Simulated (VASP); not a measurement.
# Si10H4Cl in VASP: notebook, part 2 of 2

VASP 6.6.1.

**3. Single point, PBE**

The input, INCAR:

```
PREC = Accurate
ENCUT = 520
EDIFF = 1E-6
ISMEAR = -1
SIGMA = 0.05
LREAL = Auto
LASPH = T
NELM = 80
ALGO = Normal
ISIF = 2
LWAVE = F
LCHARG = F
GGA = PE
NBANDS = 72
```

The input, KPOINTS:

```
Automatic mesh
0
Gamma
  2 2 1
```

The input, POSCAR:

```
Si10H4Cl
1.0
    7.6791800000      0.0000000000      0.0000000000
    0.0000000000      7.6791800000      0.0000000000
    0.0000000000      0.0000000000     17.2555000000
H Si Cl
8 20 2
Direct
    0.4093926695      0.0000000000      0.0579525369
    0.0906086327      0.0000000000      0.0579525369
    0.9093939718      0.0000000000      0.0579525369
    0.5906099349      0.0000000000      0.0579525369
    0.4093926695      0.5000013022      0.0579525369
    0.0906086327      0.5000013022      0.0579525369
    0.9093939718      0.5000013022      0.0579525369
    0.5906099349      0.5000013022      0.0579525369
    0.2500006511      0.0000000000      0.1081104575
    0.7500019533      0.0000000000      0.1081104575
    0.2500006511      0.5000013022      0.1081104575
    0.7500019533      0.5000013022      0.1081104575
    0.2229144258      0.2488156288      0.1919214164
    0.7420974635      0.2343609604      0.1837848802
    0.2489718954      0.7548852872      0.1845672394
    0.7379563964      0.7585315099      0.1887224363
   -0.0227888915      0.2217163812      0.2672597143
    0.4994673910      0.2339051826      0.2586479673
   -0.0044796450      0.7613312880      0.2680652546
    0.4836844559      0.7520464425      0.2783054678
    0.0260314252      0.0031513781      0.3632465011
    0.4917061457      0.0003255556      0.3481788415
   -0.0050265784      0.4930604570      0.3336675263
    0.4970843241      0.4929302347      0.3405812639
    0.2498704289      0.0768571644      0.4415345832
    0.7538565316      0.1240887699      0.4055170815
    0.2401037611      0.3729304431      0.3894004810
    0.7387247076      0.4353850281      0.4142910956
    0.7749916007      0.0917936551      0.5306366086
    0.6967150138      0.5438471295      0.5233403842
```

Potentials or basis: VASP PAW PBE potentials, release 64 (H, Si, Cl).

Started as:

```console
> cat potpaw_PBE.64/H/POTCAR potpaw_PBE.64/Si/POTCAR potpaw_PBE.64/Cl/POTCAR > POTCAR
> mpirun -np 1 vasp_std > vasp.out
```

OUTCAR:

```text
PREC = Accurate
   ENCUT = 520
   EDIFF = 1E-6
   ISMEAR = -1
   LREAL = Auto
   LASPH = T
   NELM = 80
   ISIF = 2
   GGA = PE

 ion  position               nearest neighbor table
   1  0.409  0.000  0.058-   9 1.50
   2  0.091  0.000  0.058-   9 1.50
   3  0.909  0.000  0.058-  10 1.50
   4  0.591  0.000  0.058-  10 1.50
   5  0.409  0.500  0.058-  11 1.50
   6  0.091  0.500  0.058-  11 1.50
   7  0.909  0.500  0.058-  12 1.50
   8  0.591  0.500  0.058-  12 1.50
[... 520 lines left out ...]
  Total       15.2652448      1.6500685     -1.5415985      0.8281052     -2.5135333      2.8944382
  in kB       24.0357187      2.5980967     -2.4273065      1.3038836     -3.9576555      4.5574050
  external PRESSURE =       8.0688363 kB  Pullay stress =       0.0000000 kB

 VOLUME and BASIS-vectors are now :
 -----------------------------------------------------------------------------
  energy-cutoff  :      520.00
  volume of cell :     1017.55
      direct lattice vectors                 reciprocal lattice vectors
     7.679180000  0.000000000  0.000000000     0.130222237  0.000000000  0.000000000
     0.000000000  7.679180000  0.000000000     0.000000000  0.130222237  0.000000000
     0.000000000  0.000000000 17.255500000     0.000000000  0.000000000  0.057952537

 POSITION                                       TOTAL-FORCE (eV/Angst)
 -----------------------------------------------------------------------------------
      3.14380      0.00000      1.00000        -0.593168      0.099593      0.037659
      0.69580      0.00000      1.00000         0.635345     -0.155513     -0.092117
      6.98340      0.00000      1.00000        -0.550157     -0.089770      0.050988
      4.53540      0.00000      1.00000         0.625317     -0.036063     -0.079540
      3.14380      3.83960      1.00000        -0.584044     -0.106613      0.072141
      0.69580      3.83960      1.00000         0.655559      0.127755     -0.069754
[... 22 lines left out ...]
      5.95130      0.70490      9.15640        -0.236209     -0.222937     -0.426285
      5.35020      4.17630      9.03050         0.282309     -0.086959     -0.147935
 -----------------------------------------------------------------------------------
    total drift:                                0.004117     -0.006181      0.028987

  FREE ENERGIE OF THE ION-ELECTRON SYSTEM (eV)
  ---------------------------------------------------
  free  energy   TOTEN  =      -135.1727499203 eV

  energy  without entropy=     -135.1664189062  energy(sigma->0) =     -135.16958441
```

OSZICAR:

```text
N       E                     dE             d eps       ncg     rms          rms(c)
DAV:   1     0.478025903712E+03    0.47803E+03   -0.34904E+04   576   0.107E+03
DAV:   2    -0.751351256079E+02   -0.55316E+03   -0.53081E+03   744   0.192E+02
DAV:   3    -0.137256079489E+03   -0.62121E+02   -0.60947E+02   704   0.605E+01
[... 18 lines left out ...]
DAV:  22    -0.135172734856E+03   -0.45312E-04   -0.79967E-06   648   0.960E-03    0.988E-03
DAV:  23    -0.135172744397E+03   -0.95414E-05   -0.31797E-06   648   0.439E-03    0.613E-03
DAV:  24    -0.135172747605E+03   -0.32077E-05   -0.44075E-07   480   0.213E-03    0.151E-03
DAV:  25    -0.135172749627E+03   -0.20219E-05   -0.69630E-07   488   0.245E-03    0.348E-03
DAV:  26    -0.135172749920E+03   -0.29376E-06   -0.16000E-07   424   0.125E-03
   1 F= -.13517275E+03 E0= -.13516958E+03  d E =-.633101E-02
```

Wall time 7.8 min (1 thread of AMD EPYC 9R45 (Zen 5), shared host); peak memory 0.92 GiB.

What came out:

```yaml
Free_energy: -135.1727 eV
Largest_force: 2.291 eV/Å
Band_gap_on_the_k_mesh: 0.37 eV (least direct gap 0.50 eV)
```

Forces in eV/Å, atoms in the order of the input:
```
H   -0.593  0.100  0.038
H    0.635 -0.156 -0.092
H   -0.550 -0.090  0.051
H    0.625 -0.036 -0.080
H   -0.584 -0.107  0.072
H    0.656  0.128 -0.070
H   -0.592  0.086  0.053
H    0.622  0.030 -0.014
Si  -0.206  0.768  0.054
Si  -0.234 -0.762 -0.912
Si  -0.343 -0.344  0.530
Si  -0.062 -0.122  0.619
Si   1.360 -0.028 -1.173
Si   0.252  1.678 -0.302
Si  -0.225 -0.357  0.936
Si  -0.020 -0.704  0.743
Si   0.414  0.343  0.085
Si  -1.521  0.287  0.403
Si   0.315  0.263  0.020
Si   0.353 -0.002 -1.986
Si  -1.678 -0.079 -1.558
Si  -0.127  1.793  1.207
Si  -0.882  0.016  0.756
Si  -0.176 -0.959  0.104
Si   1.396  0.638  0.099
Si   0.114 -1.113  1.382
Si   0.347 -0.906  0.071
Si   0.658 -0.056 -0.463
Cl  -0.236 -0.223 -0.426
Cl   0.282 -0.087 -0.148
```

Caveat: there is no dipole correction, which matters where the two faces differ; semilocal functionals underestimate gaps, and a narrow one can read as zero.

**4. Single point, PBE**

The input, INCAR:

```
SYSTEM = Si10H4Cl
PREC = Accurate ; ENCUT = 520
EDIFF = 1E-6 ; ISMEAR = -1
SIGMA = 0.05 ; LREAL = Auto
LASPH = .TRUE. ; NELM = 60
ALGO = Normal ; ISIF = 2
LWAVE = .FALSE. ; LCHARG = .FALSE.
GGA = PE ; NBANDS = 72
```

The input, KPOINTS:

```
regular mesh
0
G
  2 2 1
  0 0 0
```

The input, POSCAR:

```
Si10H4Cl
1.0
    7.6791800000      0.0000000000      0.0000000000
    0.0000000000      7.6791800000      0.0000000000
    0.0000000000      0.0000000000     17.2555000000
H Si Cl
8 20 2
Direct
    0.4093926695      0.0000000000      0.0579525369
    0.0906086327      0.0000000000      0.0579525369
    0.9093939718      0.0000000000      0.0579525369
    0.5906099349      0.0000000000      0.0579525369
    0.4093926695      0.5000013022      0.0579525369
    0.0906086327      0.5000013022      0.0579525369
    0.9093939718      0.5000013022      0.0579525369
    0.5906099349      0.5000013022      0.0579525369
    0.2500006511      0.0000000000      0.1081104575
    0.7500019533      0.0000000000      0.1081104575
    0.2500006511      0.5000013022      0.1081104575
    0.7500019533      0.5000013022      0.1081104575
    0.2313267823      0.2563554963      0.1883399496
    0.7339846181      0.2660830974      0.1872968039
    0.2499746067      0.7516818202      0.1867578453
    0.7418500413      0.7396492855      0.1868331836
   -0.0224242693      0.2250240260      0.2670568804
    0.4771993885      0.2393484721      0.2584277477
    0.0168507575      0.7548462206      0.2662977022
    0.5036605471      0.7463947974      0.2700008693
    0.0152620462     -0.0049875117      0.3615890586
    0.4875520563      0.0063027563      0.3494653878
    0.0014194224      0.4910680567      0.3413983947
    0.4992199688      0.4874739230      0.3423140448
    0.2706799424      0.0936297886      0.4417548028
    0.7444544860      0.1106107683      0.4149227782
    0.2546495850      0.3510791517      0.3893599142
    0.7471500863      0.4460372071      0.4151951552
    0.7737805339      0.0567768954      0.5322129176
    0.7154149271      0.5345362395      0.5227260873
```

Started as:

```console
> cat potpaw_PBE.64/H/POTCAR potpaw_PBE.64/Si/POTCAR potpaw_PBE.64/Cl/POTCAR > POTCAR
> mpirun -np 1 vasp_std > vasp.out
```

Wall time 7 min (1 thread of AMD EPYC 9R45 (Zen 5), shared host); peak memory 0.91 GiB.

The run converged. Its results:

* Free energy: -135.3638 eV
* Largest force: 2.434 eV/Å
* Band gap on the k mesh: 0.64 eV (least direct gap 0.75 eV)

Forces in eV/Å, atoms in the order of the input:
```
H   -0.593  0.016  0.035
H    0.626 -0.106 -0.043
H   -0.587 -0.052  0.047
H    0.655 -0.086 -0.103
H   -0.591 -0.054  0.058
H    0.651  0.073 -0.053
H   -0.580  0.047  0.074
H    0.611  0.040 -0.032
Si  -0.117  0.556  0.168
Si  -0.358  0.339  0.575
Si  -0.232  0.171  0.082
Si  -0.045  0.129 -0.668
Si  -0.883 -0.754 -0.862
Si   0.108 -1.901 -0.312
Si   1.128 -0.006 -0.249
Si   1.249  1.398  0.519
Si   0.511  0.626  0.089
Si   1.077  0.008  0.764
Si  -1.611 -0.188  1.061
Si  -0.909  0.296  0.213
Si  -0.277  0.791 -0.480
Si   0.452  0.475 -0.041
Si   0.059 -0.154 -0.020
Si   0.036  0.175 -0.202
Si  -0.673 -2.072  0.145
Si   0.657  0.078 -0.404
Si  -0.489  1.664 -0.678
Si   0.442 -1.892 -1.466
Cl  -0.300 -0.188  0.431
Cl  -0.016  0.570  1.354
```

Levels at points of the mesh, in eV from the valence-band top:
```
           k point  band 48  band 49  band 50  band 51  band 52  band 53  band 54  band 55
(0.00, 0.00, 0.00)    -0.60    -0.46    -0.40    -0.16     0.64     1.17     1.33     1.59
(0.50, 0.00, 0.00)    -0.81    -0.43    -0.35    -0.32     1.06     1.88     1.97     2.07
(0.00, 0.50, 0.00)    -0.94    -0.57    -0.36     0.00     0.75     1.44     1.72     2.07
(0.50, 0.50, 0.00)    -1.21    -0.89    -0.60    -0.23     1.31     1.87     2.12     2.12
```

Caveat: there is no dipole correction, which matters where the two faces differ; semilocal functionals underestimate gaps, and a narrow one can read as zero.

**5. Summary**

```csv
cell,gap on the mesh (eV),largest force (eV/Å)
"as given, atomic positions A",0.62,2.93
"as given, atomic positions B",0.37,2.29
"as given, atomic positions C",0.64,2.43
```

Alike in all rows: task single point; level PBE; potentials or basis VASP PAW PBE potentials, release 64 (H, Si, Cl); no spin polarisation; k mesh 2 × 2 × 1; cutoff (eV) 520; smearing fermi-dirac 0.05 eV.

Caveats: there is no dipole correction, which matters where the two faces differ; semilocal functionals underestimate gaps, and a narrow one can read as zero.

Total energies depend on the potentials used, so only differences within one code and one set of settings carry meaning.
